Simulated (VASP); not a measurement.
# Si2Ni (MoSi2 type) (I4/mmm) in VASP: further runs

Runs on Si2Ni (MoSi2 type). Level: PBE. Tasks: relaxation of cell and atoms, relaxation of shape and atoms at fixed volume.

Program: VASP 6.6.1. These are calculated values, not measurements. Logs are shortened: lines on timing, memory, paths and dates and some standing lists are left out, and cuts for length are marked.

### 1 The cell of the first run

The structure is tetragonal, space group I4/mmm (No. 139). The conventional cell has a = 2.956 Å, b = 2.956 Å, c = 7.243 Å, α = 90.00°, β = 90.00°, γ = 90.00°. Ni (site symmetry 4/mmm) has 10 Si at 2.41 to 2.43 Å and 4 Ni at 2.96 Å within 3.2 Å. Within 3.2 Å of Si (site symmetry 4mm) lie 9 Si at 2.39 to 2.96 Å and 5 Ni at 2.41 to 2.43 Å.

### 2 Relaxation of cell and atoms, PBE

Input file INCAR:

```
PREC = Accurate
ENCUT = 600
EDIFF = 1E-6
ISMEAR = -1
SIGMA = 0.05
LREAL = False
LASPH = True
NELM = 100
ALGO = Normal
ISIF = 3
LWAVE = False
LCHARG = False
GGA = PE
IBRION = 2
NSW = 60
EDIFFG = -0.005
```

Input file KPOINTS:

```
regular mesh
0
Gamma
  14 14 14
```

Input file POSCAR:

```
Si2Ni
1.0
   -1.4781007833      1.4781007833      3.6213469191
    1.4781007833     -1.4781007833      3.6213469191
    1.4781007833      1.4781007833     -3.6213469191
Ni Si
1 2
Direct
    0.0000000000      0.0000000000      0.0000000000
    0.3350000000      0.3350000000      0.0000000000
   -0.3350000000     -0.3350000000      0.0000000000
```

Potentials or basis: VASP PAW PBE potentials, release 64 (Ni, Si).

Command:

```console
cat potpaw_PBE.64/Ni/POTCAR potpaw_PBE.64/Si/POTCAR > POTCAR
mpirun -np 1 vasp_std > vasp.out
```

OUTCAR:

```text
PREC = Accurate
   ENCUT = 600
   EDIFF = 1E-6
   ISMEAR = -1
   LREAL = False
   LASPH = True
   NELM = 100
   ISIF = 3
   GGA = PE
   IBRION = 2
   NSW = 60
   EDIFFG = -0.005

 ion  position               nearest neighbor table
   1  0.000  0.000  0.000-   3 2.41   3 2.41   3 2.41   2 2.41   3 2.41   2 2.41   2 2.41   2 2.41
                             2 2.43   3 2.43
   2  0.335  0.335  0.000-   3 2.39   1 2.41   1 2.41   1 2.41   1 2.41   3 2.43   3 2.43   3 2.43
                             3 2.43   1 2.43
   3  0.665  0.665  0.000-   2 2.39   1 2.41   1 2.41   1 2.41   1 2.41   2 2.43   2 2.43   2 2.43
                             2 2.43   1 2.43

  LATTYP: Found a body centered tetragonal cell.
 ALAT       =     2.9562015666
 C/A-ratio  =     2.4500000000

  Lattice vectors:

 A1 = (  -1.4781007833,   1.4781007833,   3.6213469191)
 A2 = (   1.4781007833,  -1.4781007833,   3.6213469191)
 A3 = (   1.4781007833,   1.4781007833,  -3.6213469191)

Analysis of symmetry for initial positions (statically):
=====================================================================
 Subroutine PRICEL returns:
 Original cell was already a primitive cell.

 Routine SETGRP: Setting up the symmetry group for a
 body centered tetragonal supercell.

 Subroutine GETGRP returns: Found 16 space group operations
 (whereof 16 operations were pure point group operations)
 out of a pool of 16 trial point group operations.

The static configuration has the point symmetry D_4h.

Analysis of symmetry for dynamics (positions and initial velocities):
=====================================================================
 Subroutine PRICEL returns:
 Original cell was already a primitive cell.

 Routine SETGRP: Setting up the symmetry group for a
 body centered tetragonal supercell.

 Subroutine GETGRP returns: Found 16 space group operations
 (whereof 16 operations were pure point group operations)
 out of a pool of 16 trial point group operations.

The dynamic configuration has the point symmetry D_4h.

 Subroutine INISYM returns: Found 16 space group operations
 (whereof 16 operations are pure point group operations),
 and found     1 'primitive' translations

----------------------------------------------------------------------------------------

                                     Primitive cell

  volume of cell :      31.6474

  direct lattice vectors                    reciprocal lattice vectors
    -1.478100783  1.478100783  3.621346919     0.000000000  0.338271927  0.138070174
     1.478100783 -1.478100783  3.621346919     0.338271927  0.000000000  0.138070174
     1.478100783  1.478100783 -3.621346919     0.338271927  0.338271927  0.000000000

  length of vectors
     4.181353532  4.181353532  4.181353532     0.365364571  0.365364571  0.478388747
[... 102 lines left out ...]
     AMIX     =   0.40;   BMIX     =  1.00
     AMIX_MAG =   1.60;   BMIX_MAG =  1.00
  volume/ion in A,a.u.               =      10.55        71.19
  Fermi-wavevector in a.u.,A,eV,Ry     =   1.356395  2.563215 25.032109  1.839808
  Thomas-Fermi vector in A             =   2.483402
   LORBIT       =      0    0 simple, 1 ext, 2 COOP (PROOUT), +10 PAW based schemes
   GGA     = PE    functional components
   LHFCALC =     F    Hartree Fock is set to
   AEXX    =    0.0000 exact exchange contribution
   IVDW    =     0    specifies the selected vdW correction
   LEPSILON=     F    determine dielectric tensor
   LRPA    =     F    only Hartree local field effects (RPA)
 conjugate gradient relaxation of ions
 non-spin polarized calculation
  energy-cutoff  :      600.00
  volume of cell :       31.65
 maximum number of plane-waves:      1079
 NGX is ok and might be reduce to    36
   NGX = 17   NGY = 17   NGZ = 17

--------------------------------------- Ionic step        1  -------------------------------------------

 number of electron      17.9999998 magnetization

 Free energy of the ion-electron system (eV)
  ---------------------------------------------------
  ext. energy  EPLUGINS =         0.00000000
  ---------------------------------------------------
  free energy    TOTEN  =       -15.41886420 eV

  energy without entropy =      -15.40308610  energy(sigma->0) =      -15.41097515

------------------------ aborting loop because EDIFF is reached ----------------------------------------

  FORCE on cell =-STRESS in cart. coord.  units (eV):
  Direction    XX          YY          ZZ          XY          YZ          ZX
  --------------------------------------------------------------------------------------
  -------------------------------------------------------------------------------------
  Total        8.7073978      8.7073978      6.1202126      0.0000000     -0.0000000     -0.0000000
  in kB      440.8194516    440.8194516    309.8409900      0.0000000     -0.0000000     -0.0000000
  external PRESSURE =     397.1599644 kB  Pullay stress =       0.0000000 kB
[... 24 lines left out ...]
--------------------------------------- Ionic step        2  -------------------------------------------

 number of electron      17.9999993 magnetization

 E-fermi :   8.4911     XC(G=0): -11.1653

 val. band max:        8.4899189868   @ k =  -0.2143   0.2143   0.0000
 cond. band min:       8.4920367842   @ k =  -0.2857   0.2143  -0.0000
 fundamental gap:      0.0021177974
 Fermi energy:         8.4911448767

 k-point     1 :       0.0000    0.0000    0.0000
  band No.  band energies     occupation
      1      -4.0807      2.00000
      2       3.8596      2.00000
      3       5.1277      2.00000
      4       6.0350      2.00000
      5       6.0350      2.00000
      6       6.2328      2.00000
      7       6.8679      2.00000
      8       8.3090      1.94902
      9       9.9639      0.00000
     10       9.9639      0.00000
     11      10.0385      0.00000
     12      11.1132      0.00000
     13      12.5445      0.00000
[... 626 lines left out ...]
--------------------------------------- Ionic step        9  -------------------------------------------

 number of electron      18.0000000 magnetization

 Free energy of the ion-electron system (eV)
  ---------------------------------------------------
  ext. energy  EPLUGINS =         0.00000000
  ---------------------------------------------------
  free energy    TOTEN  =       -16.28604193 eV

  energy without entropy =      -16.27227611  energy(sigma->0) =      -16.27915902

 E-fermi :  10.6851     XC(G=0): -11.8522

 val. band max:       10.6750859445   @ k =  -0.4286   0.2143   0.0714
 cond. band min:      10.6896682847   @ k =  -0.1429  -0.2857   0.1429
 fundamental gap:      0.0145823402
 Fermi energy:        10.6850905872

 k-point     1 :       0.0000    0.0000    0.0000
  band No.  band energies     occupation
      1      -3.3700      2.00000
      2       5.3093      2.00000
      3       7.1817      2.00000
      4       7.1817      2.00000
      5       7.7974      2.00000
      6       8.4641      2.00000
      7       8.6682      2.00000
      8      10.5841      1.76572
      9      11.9659      0.00000
     10      12.2001      0.00000
     11      12.2001      0.00000
     12      12.7567      0.00000
     13      12.7567      0.00000
[... 398 lines left out ...]
  FREE ENERGIE OF THE ION-ELECTRON SYSTEM (eV)
  ---------------------------------------------------
  free  energy   TOTEN  =       -16.2860419315 eV

  energy  without entropy=      -16.2722761090  energy(sigma->0) =      -16.27915902

 reached required accuracy - stopping structural energy minimisation
```

It took 10 min on 1 thread of AMD EPYC 9R45 (Zen 5), shared host; peak memory 0.28 GiB.

Results:

```
Free energy                           : -16.2860 eV
Relaxed volume                        : 12.86 Å³/atom
Relaxed cell                          : a = 4.228 Å, b = 4.228 Å, c = 4.228 Å, α = 133.90°, β = 133.90°, γ = 67.24°
Space group after relaxing (to 0.1 Å) : I4/mmm (No. 139)
Energy gained by relaxing             : 289.1 meV/atom
Ionic steps                           : 9
Pressure after relaxing               : 0.0 GPa
Band gap on the k mesh                : zero (bands 9 and 10 overlap by 2.03 eV)
```

The path:
```
step  energy change (eV)  largest force (eV/Å)  pressure (GPa)  volume (Å³)
   1              0.0000                0.1579           39.72        31.65
   2             -0.3956                0.0500          -15.34        45.18
   3             -0.7433                0.0227           -0.88        38.70
   4             -0.8024                0.0942           -0.97        38.67
   5             -0.8464                0.3417            1.83        38.36
   6             -0.8628                0.2213            0.05        38.53
   7             -0.8640                0.2447            0.18        38.50
   8             -0.8670                0.0496           -0.07        38.61
   9             -0.8672                0.0000           -0.05        38.59
```

Final structure:
```
Ni Si
1.0
    -1.65534    1.65534    3.52058
     1.65534   -1.65534    3.52058
     1.65534    1.65534   -3.52058
Ni Si
1 2
Direct
  0.00000 0.00000 0.00000
  0.33214 0.33214 0.00000
  0.66786 0.66786 0.00000
```

Levels at points of the mesh, in eV from the Fermi level:
| k point | band 6 | band 7 | band 8 | band 9 | band 10 | band 11 | band 12 | band 13 |
| --- | --- | --- | --- | --- | --- | --- | --- | --- |
| (0.00, 0.00, 0.00) | -2.22 | -2.02 | -0.10 | 1.28 | 1.52 | 1.52 | 2.07 | 2.07 |
| (0.50, 0.00, 0.00) | -3.21 | -2.58 | -1.72 | -0.03 | 2.09 | 2.78 | 4.01 | 6.25 |
| (0.50, 0.50, 0.00) | -3.00 | -2.65 | -1.70 | -1.55 | -0.48 | -0.48 | 3.82 | 5.08 |
| (0.50, 0.50, 0.50) | -2.52 | -2.15 | -2.02 | -2.02 | 1.50 | 3.36 | 8.16 | 8.20 |

Caveat: the volume moved by over 15 % at a fixed basis, so the end points are rough. Spin polarisation is off, so any magnetic state and its effect on volume and gap are missing.

### 3 Relaxation of shape and atoms at fixed volume, PBE

This run uses another cell than the first one, of 11.32 Å³/atom.

Input file INCAR:

```
ALGO = Normal
EDIFF = 1E-6
EDIFFG = -0.005
ENCUT = 600
GGA = PE
IBRION = 2
ISIF = 4
ISMEAR = -1
LASPH = True
LCHARG = False
LREAL = False
LWAVE = False
NELM = 80
NSW = 50
PREC = Accurate
SIGMA = 0.05
```

Input file KPOINTS:

```
k-points
0
Gamma
  14 14 14
```

Input file POSCAR:

```
Si2Ni
1.0
   -1.5870951176      1.5870951176      3.3702412784
    1.5870951176     -1.5870951176      3.3702412784
    1.5870951176      1.5870951176     -3.3702412784
Ni Si
1 2
Direct
    0.0000000000      0.0000000000      0.0000000000
    0.3321208056      0.3321208056      0.0000000000
   -0.3321208056     -0.3321208056      0.0000000000
```

Potentials or basis: VASP PAW PBE potentials, release 64 (Ni, Si).

Command:

```console
cat potpaw_PBE.64/Ni/POTCAR potpaw_PBE.64/Si/POTCAR > POTCAR
mpirun -np 1 vasp_std > vasp.out
```

OUTCAR:

```text
EDIFF = 1E-6
   EDIFFG = -0.005
   ENCUT = 600
   GGA = PE
   IBRION = 2
   ISIF = 4
   ISMEAR = -1
   LASPH = True
   LREAL = False
   NELM = 80
   NSW = 50
   PREC = Accurate

 ion  position               nearest neighbor table
   1  0.000  0.000  0.000-   2 2.24   3 2.24   3 2.51   2 2.51   3 2.51   3 2.51   3 2.51   2 2.51
                             2 2.51   2 2.51
   2  0.332  0.332  0.000-   1 2.24   3 2.26   3 2.50   3 2.50   3 2.50   3 2.50   1 2.51   1 2.51
                             1 2.51   1 2.51
   3  0.668  0.668  0.000-   1 2.24   2 2.26   2 2.50   2 2.50   2 2.50   2 2.50   1 2.51   1 2.51
                             1 2.51   1 2.51

  LATTYP: Found a body centered tetragonal cell.
 ALAT       =     3.1741902352
 C/A-ratio  =     2.1235282253

  Lattice vectors:

 A1 = (  -1.5870951176,   1.5870951176,   3.3702412784)
 A2 = (   1.5870951176,  -1.5870951176,   3.3702412784)
 A3 = (   1.5870951176,   1.5870951176,  -3.3702412784)

Analysis of symmetry for initial positions (statically):
=====================================================================
 Subroutine PRICEL returns:
 Original cell was already a primitive cell.

 Routine SETGRP: Setting up the symmetry group for a
 body centered tetragonal supercell.

 Subroutine GETGRP returns: Found 16 space group operations
 (whereof 16 operations were pure point group operations)
 out of a pool of 16 trial point group operations.

[... 351 lines left out ...]
 Free energy of the ion-electron system (eV)
  ---------------------------------------------------
  ext. energy  EPLUGINS =         0.00000000
  ---------------------------------------------------
  free energy    TOTEN  =       -15.99354181 eV

  energy without entropy =      -15.97865760  energy(sigma->0) =      -15.98609970

 E-fermi :  12.7293     XC(G=0): -12.4579

 val. band max:       12.7270746436   @ k =  -0.1429   0.2143   0.0714
 cond. band min:      12.7296028654   @ k =  -0.2857   0.3571   0.0714
 fundamental gap:      0.0025282219
 Fermi energy:        12.7292512209

 k-point     1 :       0.0000    0.0000    0.0000
  band No.  band energies     occupation
      1      -2.6533      2.00000
      2       6.3941      2.00000
      3       8.5940      2.00000
      4       8.5940      2.00000
      5       9.0498      2.00000
      6       9.9598      2.00000
      7      10.0542      2.00000
      8      12.4278      1.99520
      9      14.3740      0.00000
     10      14.3740      0.00000
     11      14.8461      0.00000
     12      14.8461      0.00000
     13      15.1241      0.00000
[... 354 lines left out ...]
  band No.  band energies     occupation
      1      -0.6466      2.00000
      2       4.7976      2.00000
      3       6.5129      2.00000
      4       8.3787      2.00000
      5       8.8788      2.00000
      6       8.9538      2.00000
      7       9.3323      2.00000
      8      10.8306      2.00000
      9      12.0253      2.00000
     10      13.4168      0.00000
     11      15.7876      0.00000
     12      16.9945      0.00000
     13      18.0950      0.00000

 [... further k-points ...]

------------------------ aborting loop because EDIFF is reached ----------------------------------------

  FORCE on cell =-STRESS in cart. coord.  units (eV):
  Direction    XX          YY          ZZ          XY          YZ          ZX
  --------------------------------------------------------------------------------------
  -------------------------------------------------------------------------------------
  Total        4.9117104      4.9117104      4.9179424      0.0000000     -0.0000000      0.0000000
  in kB      231.7482379    231.7482379    232.0422821      0.0000000     -0.0000000      0.0000000
  external PRESSURE =     231.8462527 kB  Pullay stress =       0.0000000 kB
[... 18 lines left out ...]
  FREE ENERGIE OF THE ION-ELECTRON SYSTEM (eV)
  ---------------------------------------------------
  free  energy   TOTEN  =       -15.9935418094 eV

  energy  without entropy=      -15.9786575972  energy(sigma->0) =      -15.98609970

 reached required accuracy - stopping structural energy minimisation
```

OSZICAR:

```text
N       E                     dE             d eps       ncg     rms          rms(c)
DAV:   1     0.787246138195E+02    0.78725E+02   -0.89213E+03  6360   0.165E+03
DAV:   2    -0.132569296296E+02   -0.91982E+02   -0.86639E+02  6454   0.277E+02
DAV:   3    -0.179044345069E+02   -0.46475E+01   -0.44759E+01  8101   0.672E+01
DAV:   4    -0.180016834086E+02   -0.97249E-01   -0.96845E-01  7232   0.872E+00
[... 40 lines left out ...]
DAV:   5    -0.159935250600E+02    0.38765E-07   -0.12713E-06  3382   0.111E-02
   5 F= -.15993525E+02 E0= -.15986081E+02  d E =-.817229E-04
       N       E                     dE             d eps       ncg     rms          rms(c)
DAV:   1    -0.159935421804E+02   -0.17082E-04   -0.40206E-04  6529   0.156E-01    0.103E-02
DAV:   2    -0.159935418454E+02    0.33506E-06   -0.22276E-05  8143   0.561E-02    0.542E-03
DAV:   3    -0.159935418094E+02    0.35971E-07   -0.42208E-06  6663   0.513E-02
   6 F= -.15993542E+02 E0= -.15986100E+02  d E =-.984723E-04
```

Wall time 2.9 min (1 thread of AMD EPYC 9R45 (Zen 5), shared host); peak memory 0.26 GiB.

What came out:

* Free energy: -15.9935 eV
* Energy gained by relaxing: 3.2 meV/atom
* Ionic steps: 6
* Pressure after relaxing: 23.2 GPa
* Band gap on the k mesh: zero (bands 9 and 10 overlap by 2.40 eV)

Step by step:
```
step  energy change (eV)  largest force (eV/Å)  pressure (GPa)  volume (Å³)
   1              0.0000                0.0021           23.60        33.96
   2             -0.0089                0.0379           23.05        33.96
   3             -0.0095                0.0526           22.83        33.96
   4             -0.0095                0.0515           22.86        33.96
   5             -0.0096                0.0218           22.88        33.96
   6             -0.0096                0.0011           23.18        33.96
```

Final structure:
```
Ni Si
1.0
    -1.57352    1.57352    3.42863
     1.57352   -1.57352    3.42863
     1.57352    1.57352   -3.42863
Ni Si
1 2
Direct
  0.00000 0.00000 0.00000
  0.33242 0.33242 0.00000
  0.66758 0.66758 0.00000
```

Spin polarisation is off, so any magnetic state and its effect on volume and gap are missing.
